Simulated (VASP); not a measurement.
# InAs in VASP: a series of runs, part 2 of 2

VASP 6.6.1. The steps go on from the part before.

### 5 Single point, PBEsol (strain along c alone, the other axes held: +3.0 %)

INCAR

```
SYSTEM = InAs
  PREC = Accurate
  ENCUT = 520
  EDIFF = 1E-6
  ISMEAR = 0
  SIGMA = 0.1
  LREAL = .False.
  LASPH = .True.
  NELM = 100
  ALGO = Normal
  ISIF = 2
  LWAVE = .False.
  LCHARG = .False.
  GGA = PS
  NBANDS = 26
```

KPOINTS

```
Automatic mesh
0
Gamma
  12 12 10
  0 0 0
```

POSCAR

```
InAs
1.0
    3.0435760268      3.0435760268      0.0000000000
   -3.0435760268      3.0435760268      0.0000000000
    0.0000000000      0.0000000000      6.2697666152
In As
2 2
Direct
    0.5000000000      0.0000000000      0.2500000000
    0.0000000000      0.5000000000      0.7500000000
    0.0000000000      0.0000000000      0.0000000000
    0.5000000000      0.5000000000      0.5000000000
```

Potentials or basis: VASP PAW PBE potentials, release 64 (In_d, As).

Launch:

```console
cat potpaw_PBE.64/In_d/POTCAR potpaw_PBE.64/As/POTCAR > POTCAR
mpirun -np 1 vasp_std > vasp.out
```

OUTCAR:

```text
SYSTEM = InAs
   PREC = Accurate
   ENCUT = 520
   EDIFF = 1E-6
   ISMEAR = 0
   LREAL = .False.
   LASPH = .True.
   NELM = 100
   ISIF = 2
   GGA = PS

 ion  position               nearest neighbor table
   1  0.500  0.000  0.250-   3 2.66   4 2.66   4 2.66   3 2.66
   2  0.000  0.500  0.750-   3 2.66   4 2.66   3 2.66   4 2.66
   3  0.000  0.000  0.000-   1 2.66   2 2.66   2 2.66   1 2.66
   4  0.500  0.500  0.500-   1 2.66   2 2.66   1 2.66   2 2.66

  LATTYP: Found a simple tetragonal cell.
 ALAT       =     4.3042664952
 C/A-ratio  =     1.4566399692

  Lattice vectors:

 A1 = (   3.0435760268,   3.0435760268,   0.0000000000)
 A2 = (  -3.0435760268,   3.0435760268,   0.0000000000)
 A3 = (   0.0000000000,   0.0000000000,   6.2697666152)

Analysis of symmetry for initial positions (statically):
=====================================================================
 Subroutine PRICEL returns following result:

  LATTYP: Found a body centered tetragonal cell.
 ALAT       =     4.3042664952
 C/A-ratio  =     1.4566399692

  Lattice vectors:

[... 185 lines left out ...]

 E-fermi :   4.0000     XC(G=0):  -9.0714

 val. band max:        3.9345145430   @ k =   0.0000   0.0000   0.0000
 cond. band min:       4.3250367247   @ k =   0.0000   0.0000   0.1000
 fundamental gap:      0.3905221817
 Fermi energy:         3.9999810256

 k-point     1 :       0.0000    0.0000    0.0000
  band No.  band energies     occupation
      1     -10.5065      2.00000
      2     -10.3576      2.00000
      3     -10.3473      2.00000
      4     -10.3473      2.00000
      5     -10.2803      2.00000
      6     -10.2803      2.00000
[... 685 lines left out ...]
     25      11.4156      0.00000
     26      11.7704      0.00000

 [... further k-points ...]

------------------------ aborting loop because EDIFF is reached ----------------------------------------

  FORCE on cell =-STRESS in cart. coord.  units (eV):
  Direction    XX          YY          ZZ          XY          YZ          ZX
  --------------------------------------------------------------------------------------
  -------------------------------------------------------------------------------------
  Total       -0.8082748     -0.8082748     -1.6043271      0.0000000      0.0000000      0.0000000
  in kB      -11.1485904    -11.1485904    -22.1285938      0.0000000      0.0000000      0.0000000
  external PRESSURE =     -14.8085915 kB  Pullay stress =       0.0000000 kB

 VOLUME and BASIS-vectors are now :
 -----------------------------------------------------------------------------
  energy-cutoff  :      520.00
  volume of cell :      116.16
      direct lattice vectors                 reciprocal lattice vectors
     3.043576027  3.043576027  0.000000000     0.164280437  0.164280437  0.000000000
    -3.043576027  3.043576027  0.000000000    -0.164280437  0.164280437  0.000000000
     0.000000000  0.000000000  6.269766615     0.000000000  0.000000000  0.159495570

 POSITION                                       TOTAL-FORCE (eV/Angst)
 -----------------------------------------------------------------------------------
      1.52179      1.52179      1.56744        -0.000000     -0.000000     -0.000000
     -1.52179      1.52179      4.70232        -0.000000     -0.000000     -0.000000
      0.00000      0.00000      0.00000         0.000000      0.000000     -0.000000
      0.00000      3.04358      3.13488         0.000000      0.000000      0.000000
 -----------------------------------------------------------------------------------
    total drift:                               -0.000000      0.000000     -0.000000

  FREE ENERGIE OF THE ION-ELECTRON SYSTEM (eV)
  ---------------------------------------------------
  free  energy   TOTEN  =       -16.9598599986 eV

  energy  without entropy=      -16.9596834220  energy(sigma->0) =      -16.95977171
```

Run time: 3.6 min. Hardware: 1 thread of Intel Xeon Platinum 8488C (Sapphire Rapids), shared host; peak memory 0.53 GiB.

What came out:

```
Free energy            : -16.9599 eV
Pressure               : -1.5 GPa
Band gap on the k mesh : zero (filled and empty bands touch)
```

Caveat: the cell differs from its parent crystal (strain along c alone, the other axes held: +3.0 %); the PAW data sets were made with another functional, which shifts forces and pressure a little; spin-orbit coupling is left out, which moves the levels of the heavy elements.

### 6 Single point, PBEsol

This run uses another cell than the first one: it holds 2 atoms, not 4.

INCAR

```
  PREC = Accurate
  ENCUT = 520
  EDIFF = 1E-6
  ISMEAR = 0
  SIGMA = 0.1
  LREAL = False
  LASPH = True
  NELM = 80
  ALGO = Normal
  ISIF = 2
  LWAVE = False
  LCHARG = False
  GGA = PS
  NBANDS = 16
```

KPOINTS

```
regular mesh
0
Gamma
  12 12 12
```

POSCAR

```
InAs
1.0
    0.0000000000      3.0435760268      3.0435760268
    3.0435760268      0.0000000000      3.0435760268
    3.0435760268      3.0435760268      0.0000000000
In As
1 1
Direct
    0.7500000000      0.7500000000      0.7500000000
    0.0000000000      0.0000000000      0.0000000000
```

Potentials or basis: VASP PAW PBE potentials, release 64 (In_d, As).

Launch:

```console
cat potpaw_PBE.64/In_d/POTCAR potpaw_PBE.64/As/POTCAR > POTCAR
mpirun -np 1 vasp_std > vasp.out
```

OUTCAR:

```text
PREC = Accurate
   ENCUT = 520
   EDIFF = 1E-6
   ISMEAR = 0
   LREAL = False
   LASPH = True
   NELM = 80
   ISIF = 2
   GGA = PS

 ion  position               nearest neighbor table
   1  0.750  0.750  0.750-   2 2.64   2 2.64   2 2.64   2 2.64
   2  0.000  0.000  0.000-   1 2.64   1 2.64   1 2.64   1 2.64

  LATTYP: Found a face centered cubic cell.
 ALAT       =     6.0871520536

  Lattice vectors:

 A1 = (   0.0000000000,   3.0435760268,   3.0435760268)
 A2 = (   3.0435760268,   0.0000000000,   3.0435760268)
 A3 = (   3.0435760268,   3.0435760268,   0.0000000000)

Analysis of symmetry for initial positions (statically):
=====================================================================
 Subroutine PRICEL returns:
 Original cell was already a primitive cell.

 Routine SETGRP: Setting up the symmetry group for a
 face centered cubic supercell.

 Subroutine GETGRP returns: Found 24 space group operations
 (whereof 24 operations were pure point group operations)
 out of a pool of 48 trial point group operations.

The static configuration has the point symmetry T_d .

Analysis of symmetry for dynamics (positions and initial velocities):
=====================================================================
 Subroutine PRICEL returns:
 Original cell was already a primitive cell.

 Routine SETGRP: Setting up the symmetry group for a
 face centered cubic supercell.

 Subroutine GETGRP returns: Found 24 space group operations
 (whereof 24 operations were pure point group operations)
 out of a pool of 48 trial point group operations.

The dynamic configuration has the point symmetry T_d .

 Subroutine INISYM returns: Found 24 space group operations
 (whereof 24 operations are pure point group operations),
 and found     1 'primitive' translations

----------------------------------------------------------------------------------------

                                     Primitive cell
[... 109 lines left out ...]
   IMIX   =      4    mixing-type and parameters
     AMIX     =   0.40;   BMIX     =  1.00
     AMIX_MAG =   1.60;   BMIX_MAG =  1.00
  volume/ion in A,a.u.               =      28.19       190.26
  Fermi-wavevector in a.u.,A,eV,Ry     =   1.118849  2.114318 17.032090  1.251823
  Thomas-Fermi vector in A             =   2.255483
   LORBIT       =      0    0 simple, 1 ext, 2 COOP (PROOUT), +10 PAW based schemes
   GGA     = PS    functional components
   LHFCALC =     F    Hartree Fock is set to
   AEXX    =    0.0000 exact exchange contribution
   IVDW    =     0    specifies the selected vdW correction
   LEPSILON=     F    determine dielectric tensor
   LRPA    =     F    only Hartree local field effects (RPA)
 non-spin polarized calculation
 Gauss-broadening in eV      SIGMA  =   0.10
  energy-cutoff  :      520.00
  volume of cell :       56.39
 maximum number of plane-waves:      1540
   NGX = 17   NGY = 17   NGZ = 17

 number of electron      17.9999992 magnetization

 Free energy of the ion-electron system (eV)
  ---------------------------------------------------
  ext. energy  EPLUGINS =         0.00000000
  ---------------------------------------------------
  free energy    TOTEN  =        -8.49069775 eV

  energy without entropy =       -8.49054483  energy(sigma->0) =       -8.49062129

 E-fermi :   4.2344     XC(G=0):  -9.1980

 val. band max:        4.1739594870   @ k =   0.0000   0.0000   0.0000
 cond. band min:       4.8887546029   @ k =   0.0833   0.0000   0.0000
 fundamental gap:      0.7147951158
 Fermi energy:         4.2343853359

 k-point     1 :       0.0000    0.0000    0.0000
  band No.  band energies     occupation
      1     -10.1179      2.00000
      2     -10.1179      2.00000
      3     -10.1179      2.00000
      4      -9.9980      2.00000
      5      -9.9980      2.00000
      6      -7.5892      2.00000
[... 433 lines left out ...]
      3     -10.0764      2.00000
      4      -9.9974      2.00000
      5      -9.9921      2.00000
      6      -6.0198      2.00000
[... 8 lines left out ...]
     15      13.7531      0.00000
     16      14.1299      0.00000

 [... further k-points ...]

------------------------ aborting loop because EDIFF is reached ----------------------------------------

  FORCE on cell =-STRESS in cart. coord.  units (eV):
  Direction    XX          YY          ZZ          XY          YZ          ZX
  --------------------------------------------------------------------------------------
  -------------------------------------------------------------------------------------
  Total        0.0281923      0.0281923      0.0281923      0.0000000     -0.0000000     -0.0000000
  in kB        0.8010484      0.8010484      0.8010484      0.0000000     -0.0000000     -0.0000000
  external PRESSURE =       0.8010484 kB  Pullay stress =       0.0000000 kB

 VOLUME and BASIS-vectors are now :
 -----------------------------------------------------------------------------
  energy-cutoff  :      520.00
  volume of cell :       56.39
      direct lattice vectors                 reciprocal lattice vectors
     0.000000000  3.043576027  3.043576027    -0.164280437  0.164280437  0.164280437
     3.043576027  0.000000000  3.043576027     0.164280437 -0.164280437  0.164280437
     3.043576027  3.043576027  0.000000000     0.164280437  0.164280437 -0.164280437

 POSITION                                       TOTAL-FORCE (eV/Angst)
 -----------------------------------------------------------------------------------
      4.56536      4.56536      4.56536         0.000000      0.000000      0.000000
      0.00000      0.00000      0.00000        -0.000000     -0.000000     -0.000000
 -----------------------------------------------------------------------------------
    total drift:                               -0.000000     -0.000000     -0.000000

  FREE ENERGIE OF THE ION-ELECTRON SYSTEM (eV)
  ---------------------------------------------------
  free  energy   TOTEN  =        -8.4906977486 eV

  energy  without entropy=       -8.4905448256  energy(sigma->0) =       -8.49062129
```

Run time: 19 s. Hardware: 1 thread of Intel Xeon 6975P-C (Granite Rapids), shared host; peak memory 0.21 GiB.

What came out:

| Quantity | Value |
| --- | --- |
| Free energy | -8.4907 eV |
| Pressure | 0.1 GPa |
| Band gap on the k mesh | zero (filled and empty bands touch) |

Levels at points of the mesh, in eV from the Fermi level:
```
           k point  band 7  band 8  band 9  band 10  band 11  band 12
(0.00, 0.00, 0.00)   -0.44   -0.06   -0.06    -0.06     3.79     3.79
(0.50, 0.00, 0.00)   -5.77   -1.03   -1.03     0.77     4.55     4.55
(0.50, 0.50, 0.00)   -5.86   -2.34   -2.34     1.41     1.92     8.89
```

Caveat: the PAW data sets were made with another functional, which shifts forces and pressure a little; spin-orbit coupling is left out, which moves the levels of the heavy elements.

### 7 The runs side by side

| cell | k mesh | gap on the mesh (eV) | pressure (GPa) |
| --- | --- | --- | --- |
| a = 4.304, b = 4.304, c = 6.087 Å, 4 atoms | 12 × 12 × 10 | none | 0.1 |
| a = 4.304, b = 4.304, c = 6.148 Å, 4 atoms | 12 × 12 × 10 | none | -0.5 |
| a = 4.304, b = 4.304, c = 6.209 Å, 4 atoms | 12 × 12 × 10 | none | -1.0 |
| a = 4.304, b = 4.304, c = 6.270 Å, 4 atoms | 12 × 12 × 10 | none | -1.5 |
| a = 4.304 Å, angles 60.0°, 2 atoms | 12 × 12 × 12 | none | 0.1 |

Alike in all rows: task single point; level PBEsol; potentials or basis VASP PAW PBE potentials, release 64 (In_d, As); no spin polarisation; cutoff (eV) 520; smearing gaussian 0.1 eV.

Caveats: the PAW data sets were made with another functional, which shifts forces and pressure a little; spin-orbit coupling is left out, which moves the levels of the heavy elements.

Absolute energies hang on the potentials; compare differences alone.
